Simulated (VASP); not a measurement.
# Ti (P6_3/mmc) in VASP: a series of runs

The runs below take Ti through single point, relaxation of cell and atoms, with r2SCAN.

All numbers are computed with VASP 6.6.1; they aren't measurements. Logs are shortened: lines on timing, memory, paths and dates and some standing lists are left out, and cuts for length are marked.

## 1. The cell of the first run

The structure is hexagonal, space group P6_3/mmc (No. 194). Conventional cell: a = 2.936 Å, b = 2.936 Å, c = 4.497 Å, α = 90.00°, β = 90.00°, γ = 120.00°. Within 3.7 Å of Ti (site symmetry -6m2) lie 12 Ti at 2.82 to 2.94 Å.

## 2. Single point, r2SCAN (strain along c alone, the other axes held: -3.0 %)

POSCAR reads:

```
Ti
1.0
    2.9357969427      0.0000000000      0.0000000000
   -1.4678984714      2.5424747328      0.0000000000
    0.0000000000      0.0000000000      4.4971071185
Ti
2
Direct
    0.3333333333      0.6666666667      0.2500000000
    0.6666666667      0.3333333333      0.7500000000
```

INCAR.step1 reads:

```
ALGO = Normal
EDIFF = 1E-4
ENCUT = 520
GGA = PE
ISMEAR = 0
LASPH = True
LCHARG = False
LREAL = False
LWAVE = True
NBANDS = 19
NELM = 100
PREC = Accurate
SIGMA = 0.1
```

INCAR.step2 reads:

```
ALGO = Normal
EDIFF = 1E-6
ENCUT = 520
ISIF = 2
ISMEAR = 0
ISTART = 1
LASPH = True
LCHARG = False
LMIXTAU = True
LREAL = False
LWAVE = False
METAGGA = R2SCAN
NBANDS = 19
NELM = 100
PREC = Accurate
SIGMA = 0.1
```

KPOINTS reads:

```
k-points
0
Gamma
  24 24 12
```

Potentials or basis: VASP PAW PBE potentials, release 64 (Ti_sv).

On the command line:

```
cat potpaw_PBE.64/Ti_sv/POTCAR > POTCAR
cp INCAR.step1 INCAR
mpirun -np 1 vasp_std > vasp.out
cp INCAR.step2 INCAR
mpirun -np 1 vasp_std > vasp.out
```

OUTCAR:

```text
EDIFF = 1E-6
   ENCUT = 520
   ISIF = 2
   ISMEAR = 0
   ISTART = 1
   LASPH = True
   LREAL = False
   METAGGA = R2SCAN
   NELM = 100
   PREC = Accurate

 ion  position               nearest neighbor table
   1  0.333  0.667  0.250-   2 2.82   2 2.82   2 2.82   2 2.82   2 2.82   2 2.82
   2  0.667  0.333  0.750-   1 2.82   1 2.82   1 2.82   1 2.82   1 2.82   1 2.82

  LATTYP: Found a hexagonal cell.
 ALAT       =     2.9357969427
 C/A-ratio  =     1.5318181762

  Lattice vectors:

 A1 = (   2.9357969427,   0.0000000000,   0.0000000000)
 A2 = (  -1.4678984714,   2.5424747328,   0.0000000000)
 A3 = (   0.0000000000,   0.0000000000,   4.4971071185)

Analysis of symmetry for initial positions (statically):
=====================================================================
 Subroutine PRICEL returns:
 Original cell was already a primitive cell.

 Routine SETGRP: Setting up the symmetry group for a
 hexagonal supercell.

 Subroutine GETGRP returns: Found 24 space group operations
 (whereof 12 operations were pure point group operations)
 out of a pool of 24 trial point group operations.

The static configuration has the point symmetry D_3d.
 The point group associated with its full space group is D_6h.

Analysis of symmetry for dynamics (positions and initial velocities):
=====================================================================
 Subroutine PRICEL returns:
 Original cell was already a primitive cell.

 Routine SETGRP: Setting up the symmetry group for a
 hexagonal supercell.

 Subroutine GETGRP returns: Found 24 space group operations
 (whereof 12 operations were pure point group operations)
 out of a pool of 24 trial point group operations.

The dynamic configuration has the point symmetry D_3d.
 The point group associated with its full space group is D_6h.

 Subroutine INISYM returns: Found 24 space group operations
 (whereof 12 operations are pure point group operations),
 and found     1 'primitive' translations

----------------------------------------------------------------------------------------

                                     Primitive cell

  volume of cell :      33.5673

  direct lattice vectors                    reciprocal lattice vectors
     2.935796943  0.000000000  0.000000000     0.340623013  0.196658788  0.000000000
    -1.467898471  2.542474733  0.000000000     0.000000000  0.393317576  0.000000000
     0.000000000  0.000000000  4.497107118     0.000000000  0.000000000  0.222365172

  length of vectors
     2.935796943  2.935796943  4.497107118     0.393317576  0.393317576  0.222365172

  position of ions in fractional coordinates (direct lattice)
     0.333333333  0.666666667  0.250000000
     0.666666667  0.333333333  0.750000000

  ion indices of the primitive-cell ions
   primitive index   ion index
                 1           1
                 2           2

----------------------------------------------------------------------------------------

 KPOINTS: k-points

Automatic generation of k-mesh.
 Grid dimensions read from file:
 generate k-points for:   24   24   12

 Generating k-lattice:

  Cartesian coordinates                     Fractional coordinates (reciprocal lattice)
     0.014192626  0.008194116  0.000000000     0.041666667  0.000000000  0.000000000
     0.000000000  0.016388232  0.000000000     0.000000000  0.041666667  0.000000000
     0.000000000  0.000000000  0.018530431     0.000000000  0.000000000  0.083333333

  Length of vectors
     0.016388232  0.016388232  0.018530431

  Shift w.r.t. Gamma in fractional coordinates (k-lattice)
     0.000000000  0.000000000  0.000000000

 Subroutine IBZKPT returns following result:
 ===========================================

 Found    427 irreducible k-points:

 Following reciprocal coordinates:
            Coordinates               Weight
  0.000000  0.000000  0.000000      1.000000
  0.041667  0.000000  0.000000      6.000000
  0.083333  0.000000  0.000000      6.000000
  0.125000 -0.000000  0.000000      6.000000
  0.166667 -0.000000  0.000000      6.000000
  0.208333 -0.000000  0.000000      6.000000
[... 16 lines left out ...]
  0.416667  0.041667  0.000000     12.000000
  0.458333  0.041667  0.000000     12.000000
 [... further k-points ...]
   k-points           NKPTS =    427   k-points in BZ     NKDIM =    427   number of bands    NBANDS=     19
   number of dos      NEDOS =    301   number of ions     NIONS =      2
   total plane-waves  NPLWV =  20736
   dimension x,y,z NGX =    24 NGY =   24 NGZ =   36
   dimension x,y,z NGXF=    48 NGYF=   48 NGZF=   72
   ions per type =               2
   NGX,Y,Z   is equivalent  to a cutoff of  13.59, 13.59, 13.31 a.u.
   NGXF,Y,Z  is equivalent  to a cutoff of  27.18, 27.18, 26.62 a.u.
 SYSTEM =  unknown system
   PREC   = accura    normal or accurate (medium, high low for compatibility)
   ISTART =      1    job   : 0-new  1-cont  2-samecut
   ICHARG =      0    charge: 1-file 2-atom 10-const
   ISPIN  =      1    spin polarized calculation?
   LNONCOLLINEAR =      F non collinear calculations
   LSORBIT =      F    spin-orbit coupling
   LASPH  =      T    aspherical Exc in radial PAW
   ENCUT  =  520.0 eV  38.22 Ry    6.18 a.u.   5.46  5.46  8.36*2*pi/ulx,y,z
   NELM   =    100;   NELMIN=  2; NELMDL=  0     # of ELM steps
   EDIFF  = 0.1E-05   stopping-criterion for ELM
   LREAL  =      F    real-space projection
   EDIFFG = 0.1E-04   stopping-criterion for IOM
   NSW    =      0    number of steps for IOM
   IBRION =     -1    ionic relax: 0-MD 1-quasi-New 2-CG
   NFREE  =      0    steps in history (QN), initial steepest desc. (CG)
   ISIF   =      2    stress and relaxation
   ISYM   =      2    0-nonsym 1-usesym 2-fastsym
   POTIM  = 0.5000    time-step for ionic-motion
   TEBEG  =    0.0;   TEEND  =   0.0 temperature during run
   PSTRESS=    0.0 pullay stress
   NELECT =      24.0000    total number of electrons
   NUPDOWN=      -1.0000    fix difference up-down
   EMIN   =  10.00;   EMAX   =-10.00  energy-range for DOS
   EFERMI =   0.00;   METHOD = LEGACY
   ISMEAR =     0;   SIGMA  =   0.10  broadening in eV -4-tet -1-fermi 0-gaus
   EFERMI_NEDOS =   21; number of points for ismear=-14 and -15
   IALGO  =     38    algorithm
   IMIX   =      4    mixing-type and parameters
     AMIX     =   0.40;   BMIX     =  1.00
     AMIX_MAG =   1.60;   BMIX_MAG =  1.00
  volume/ion in A,a.u.               =      16.78       113.26
  Fermi-wavevector in a.u.,A,eV,Ry     =   1.463884  2.766339 29.156685  2.142956
  Thomas-Fermi vector in A             =   2.579926
   LORBIT       =      0    0 simple, 1 ext, 2 COOP (PROOUT), +10 PAW based schemes
   METAGGA = R2SCAN    functional components
   LHFCALC =     F    Hartree Fock is set to
   AEXX    =    0.0000 exact exchange contribution
   IVDW    =     0    specifies the selected vdW correction
   LEPSILON=     F    determine dielectric tensor
   LRPA    =     F    only Hartree local field effects (RPA)
 non-spin polarized calculation
 Gauss-broadening in eV      SIGMA  =   0.10
  energy-cutoff  :      520.00
  volume of cell :       33.57
 maximum number of plane-waves:       932
 NGX is ok and might be reduce to    24
   NGX = 11   NGY = 11   NGZ = 17

 number of electron      23.9999989 magnetization

 Free energy of the ion-electron system (eV)
  ---------------------------------------------------
  ext. energy  EPLUGINS =         0.00000000
  ---------------------------------------------------
  free energy    TOTEN  =       -25.88211481 eV

  energy without entropy =      -25.87431337  energy(sigma->0) =      -25.87821409

 E-fermi :   8.7919     XC(G=0): -12.5715

 val. band max:        8.7916084478   @ k =   0.4167   0.1667   0.3333
 cond. band min:       8.7975292964   @ k =   0.2500   0.2083   0.4167
 fundamental gap:      0.0059208486
 Fermi energy:         8.7918680499

 k-point     1 :       0.0000    0.0000    0.0000
  band No.  band energies     occupation
      1     -50.4172      2.00000
      2     -50.2323      2.00000
      3     -26.0526      2.00000
      4     -25.3043      2.00000
      5     -25.3043      2.00000
      6     -25.1800      2.00000
[... 11 lines left out ...]
     18      10.4829      0.00000
     19      12.2707      0.00000

 k-point     2 :       0.0417    0.0000    0.0000
  band No.  band energies     occupation
      1     -50.4152      2.00000
      2     -50.2317      2.00000
      3     -26.0481      2.00000
      4     -25.3126      2.00000
      5     -25.3073      2.00000
      6     -25.1822      2.00000
[... 11 lines left out ...]
     18      10.4514      0.00000
     19      12.2898      0.00000

 k-point     3 :       0.0833    0.0000    0.0000
  band No.  band energies     occupation
      1     -50.4093      2.00000
      2     -50.2300      2.00000
      3     -26.0347      2.00000
      4     -25.3371      2.00000
      5     -25.3161      2.00000
      6     -25.2046      2.00000
[... 11 lines left out ...]
     18      10.3727      0.00000
     19      12.3415      0.00000

 k-point     4 :       0.1250   -0.0000    0.0000
  band No.  band energies     occupation
      1     -50.3999      2.00000
      2     -50.2274      2.00000
      3     -26.0129      2.00000
      4     -25.3763      2.00000
      5     -25.3298      2.00000
      6     -25.2449      2.00000
[... 407 lines left out ...]
     18      12.5374      0.00000
     19      12.7834      0.00000

 k-point    23 :       0.4167    0.0417    0.0000
  band No.  band energies     occupation
      1     -50.2855      2.00000
      2     -50.2173      2.00000
      3     -25.7863      2.00000
      4     -25.7092      2.00000
      5     -25.6267      2.00000
      6     -25.4619      2.00000
[... 11 lines left out ...]
     18      12.8022      0.00000
     19      12.9711      0.00000

 k-point    24 :       0.4583    0.0417    0.0000
  band No.  band energies     occupation
      1     -50.2789      2.00000
      2     -50.2187      2.00000
      3     -25.8034      2.00000
      4     -25.6879      2.00000
      5     -25.6409      2.00000
      6     -25.4674      2.00000
[... 11 lines left out ...]
     18      12.8114      0.00000
     19      13.3932      0.00000

 [... further k-points ...]

------------------------ aborting loop because EDIFF is reached ----------------------------------------

  FORCE on cell =-STRESS in cart. coord.  units (eV):
  Direction    XX          YY          ZZ          XY          YZ          ZX
  --------------------------------------------------------------------------------------
  -------------------------------------------------------------------------------------
  Total        0.5970174      0.5970174      1.4221710     -0.0000000      0.0000000     -0.0000000
  in kB       28.4958561     28.4958561     67.8807287     -0.0000000      0.0000000     -0.0000000
  external PRESSURE =      41.6241469 kB  Pullay stress =       0.0000000 kB

 VOLUME and BASIS-vectors are now :
 -----------------------------------------------------------------------------
  energy-cutoff  :      520.00
  volume of cell :       33.57
      direct lattice vectors                 reciprocal lattice vectors
     2.935796943  0.000000000  0.000000000     0.340623013  0.196658788  0.000000000
    -1.467898471  2.542474733  0.000000000     0.000000000  0.393317576  0.000000000
     0.000000000  0.000000000  4.497107118     0.000000000  0.000000000  0.222365172

 POSITION                                       TOTAL-FORCE (eV/Angst)
 -----------------------------------------------------------------------------------
     -0.00000      1.69498      1.12428        -0.000000      0.000000      0.000000
      1.46790      0.84749      3.37283         0.000000     -0.000000      0.000000
 -----------------------------------------------------------------------------------
    total drift:                                0.000000     -0.000000      0.000000

  FREE ENERGIE OF THE ION-ELECTRON SYSTEM (eV)
  ---------------------------------------------------
  free  energy   TOTEN  =       -25.8821148107 eV

  energy  without entropy=      -25.8743133748  energy(sigma->0) =      -25.87821409
```

Run time: 5.8 min. Hardware: 1 thread of Intel Xeon 6975P-C (Granite Rapids), shared host; peak memory 0.33 GiB.

Results:

| Property | Result |
| --- | --- |
| Free energy | -25.8821 eV |
| Pressure | 4.2 GPa |
| Band gap on the k mesh | zero (bands 12 and 13 overlap by 1.26 eV) |

Stress tensor (GPa, compression positive):
```
2.85 0.00 0.00
0.00 2.85 0.00
0.00 0.00 6.79
```

Caveat: the cell differs from its parent crystal (strain along c alone, the other axes held: -3.0 %); the cell stands under pressure; the PAW data sets were made with another functional, which shifts forces and pressure a little.

## 3. Single point, r2SCAN (strain along c alone, the other axes held: -2.0 %)

Edit POSCAR of step 2 so:

```diff
@@ -4,3 +4,3 @@
    -1.4678984714      2.5424747328      0.0000000000
-    0.0000000000      0.0000000000      4.4971071185
+    0.0000000000      0.0000000000      4.5434690475
 Ti
```

INCAR.step1 reads:

```
SYSTEM = Ti
PREC = Accurate ; ENCUT = 520
ISMEAR = 0 ; SIGMA = 0.1
LREAL = .False. ; LASPH = .True.
NELM = 80 ; NBANDS = 19
GGA = PE ; ALGO = Normal
EDIFF = 1E-4 ; LWAVE = .True.
LCHARG = .False.
```

INCAR.step2 reads:

```
SYSTEM = Ti
PREC = Accurate ; ENCUT = 520
EDIFF = 1E-7 ; ISMEAR = 0
SIGMA = 0.1 ; LREAL = .False.
LASPH = .True. ; NELM = 80
ALGO = Normal ; ISIF = 2
LWAVE = .False. ; LCHARG = .False.
METAGGA = R2SCAN ; LMIXTAU = .True.
NBANDS = 19 ; ISTART = 1
```

KPOINTS reads:

```
regular mesh
0
Gamma
  24 24 12
  0 0 0
```

Potentials or basis: VASP PAW PBE potentials, release 64 (Ti_sv).

On the command line:

```
cat potpaw_PBE.64/Ti_sv/POTCAR > POTCAR
cp INCAR.step1 INCAR
mpirun -np 1 vasp_std > vasp.out
cp INCAR.step2 INCAR
mpirun -np 1 vasp_std > vasp.out
```

Wall time 6 min (1 thread of Intel Xeon 6975P-C (Granite Rapids), shared host); peak memory 0.34 GiB.

The run converged. Its results:

```
Free energy            : -25.8946 eV
Pressure               : 2.8 GPa
Band gap on the k mesh : zero (bands 12 and 13 overlap by 1.24 eV)
```

Stress tensor (GPa, compression positive):
```
1.98 0.00 0.00
0.00 1.98 0.00
0.00 0.00 4.56
```

Levels at points of the mesh, in eV from the Fermi level:
```tsv
k point	band 9	band 10	band 11	band 12	band 13	band 14	band 15	band 16
(0.00, 0.00, 0.00)	-6.69	-2.94	0.83	0.83	0.86	1.13	1.42	1.42
(0.50, 0.00, 0.00)	-2.59	-2.39	-1.99	-0.92	0.48	0.80	1.38	3.55
(0.00, 0.00, 0.50)	-4.66	-4.66	0.14	0.14	0.71	0.71	0.71	0.71
(0.50, 0.00, 0.50)	-2.76	-2.76	-0.87	-0.87	1.28	1.28	1.87	1.87
```

Caveat: the cell differs from its parent crystal (strain along c alone, the other axes held: -2.0 %); the PAW data sets were made with another functional, which shifts forces and pressure a little.

## 4. Relaxation of cell and atoms, r2SCAN

This run uses another cell than the first one, of 17.66 Å³/atom.

POSCAR reads:

```
Ti
1.0
   -1.4749989302     -2.5547730882      0.0000000000
   -1.4749989302      2.5547730882      0.0000000000
    0.0000000000      0.0000000000     -4.6860000000
Ti
2
Direct
    0.3333333333      0.6666666667      0.2500000000
    0.6666666667      0.3333333335      0.7500000000
```

INCAR.step1 reads:

```
SYSTEM = Ti
ALGO = Normal ; EDIFF = 1E-4
ENCUT = 600 ; GGA = PE
ISMEAR = 0 ; LASPH = .True.
LCHARG = .False. ; LREAL = .False.
LWAVE = .True. ; NELM = 80
PREC = Accurate ; SIGMA = 0.1
```

INCAR.step2 reads:

```
SYSTEM = Ti
ALGO = Normal ; EDIFF = 1E-6
EDIFFG = -0.005 ; ENCUT = 600
IBRION = 2 ; ISIF = 3
ISMEAR = 0 ; ISTART = 1
LASPH = .True. ; LCHARG = .False.
LMIXTAU = .True. ; LREAL = .False.
LWAVE = .False. ; METAGGA = R2SCAN
NELM = 80 ; NSW = 100
PREC = Accurate ; SIGMA = 0.1
```

KPOINTS reads:

```
k-points
0
Gamma
  18 18 10
  0 0 0
```

On the command line:

```
cat potpaw_PBE.64/Ti_sv/POTCAR > POTCAR
cp INCAR.step1 INCAR
mpirun -np 1 vasp_std > vasp.out
cp INCAR.step2 INCAR
mpirun -np 1 vasp_std > vasp.out
```

Wall time 59 min (1 thread of Oxide Virtual Turin-like, shared host); peak memory 0.24 GiB.

The run converged. Its results:

- Free energy: -25.9053 eV
- Relaxed volume: 17.36 Å³/atom
- Relaxed cell: a = 2.939 Å, b = 2.939 Å, c = 4.642 Å, α = 90.00°, β = 90.00°, γ = 120.00°
- Space group after relaxing (to 0.1 Å): P6_3/mmc (No. 194)
- Energy gained by relaxing: 1.9 meV/atom
- Ionic steps: 6
- Pressure after relaxing: 0.0 GPa
- Band gap on the k mesh: zero (bands 12 and 13 overlap by 1.23 eV)

The path:
```tsv
step	energy change (eV)	largest force (eV/Å)	pressure (GPa)	volume (Å³)
1	0.0000	0.0000	-1.90	35.32
2	-0.0013	0.0000	1.63	34.26
3	-0.0036	0.0000	0.02	34.72
4	-0.0036	0.0000	0.07	34.71
5	-0.0037	0.0000	0.04	34.72
6	-0.0038	0.0000	0.03	34.72
```

Final structure:
```cif
data_structure
_symmetry_space_group_name_H-M 'P 1'
_symmetry_Int_Tables_number 1
_cell_length_a 2.9387
_cell_length_b 2.9387
_cell_length_c 4.6421
_cell_angle_alpha 90.000
_cell_angle_beta 90.000
_cell_angle_gamma 120.000
_cell_volume 34.72
loop_
_atom_site_label
_atom_site_type_symbol
_atom_site_fract_x
_atom_site_fract_y
_atom_site_fract_z
_atom_site_occupancy
Ti1 Ti 0.33333 0.66667 0.25000 1
Ti2 Ti 0.66667 0.33333 0.75000 1
```

Levels at points of the mesh, in eV from the Fermi level:
| k point | band 10 | band 11 | band 12 | band 13 | band 14 | band 15 |
| --- | --- | --- | --- | --- | --- | --- |
| (0.00, 0.00, 0.00) | -2.87 | 0.58 | 0.85 | 0.85 | 0.98 | 1.39 |
| (0.50, 0.00, 0.00) | -2.29 | -1.95 | -0.86 | 0.59 | 0.70 | 1.27 |
| (0.00, 0.00, 0.50) | -4.68 | 0.06 | 0.06 | 0.77 | 0.77 | 0.77 |
| (0.50, 0.00, 0.50) | -2.69 | -0.88 | -0.88 | 1.23 | 1.23 | 1.89 |

Caveat: the PAW data sets were made with another functional, which shifts forces and pressure a little.

## 5. The runs side by side

```tsv
task	cell	k mesh	cutoff (eV)	gap on the mesh (eV)	pressure (GPa)
single point	a = 2.936, b = 2.936, c = 4.497 Å, angles 90.0, 90.0, 120.0°, 2 atoms	24 × 24 × 12	520	none	4.2
single point	a = 2.936, b = 2.936, c = 4.543 Å, angles 90.0, 90.0, 120.0°, 2 atoms	24 × 24 × 12	520	none	2.8
relaxation of cell and atoms	relaxed from a = 2.950, b = 2.950, c = 4.686 Å, angles 90.0, 90.0, 120.0°, 2 atoms	18 × 18 × 10	600	none	0.0
```

Alike in all rows: level r2SCAN; potentials or basis VASP PAW PBE potentials, release 64 (Ti_sv); no spin polarisation; smearing gaussian 0.1 eV.

Caveats: the PAW data sets were made with another functional, which shifts forces and pressure a little; the cell stands under pressure (at least some runs).

Absolute energies hang on the potentials; compare differences alone.
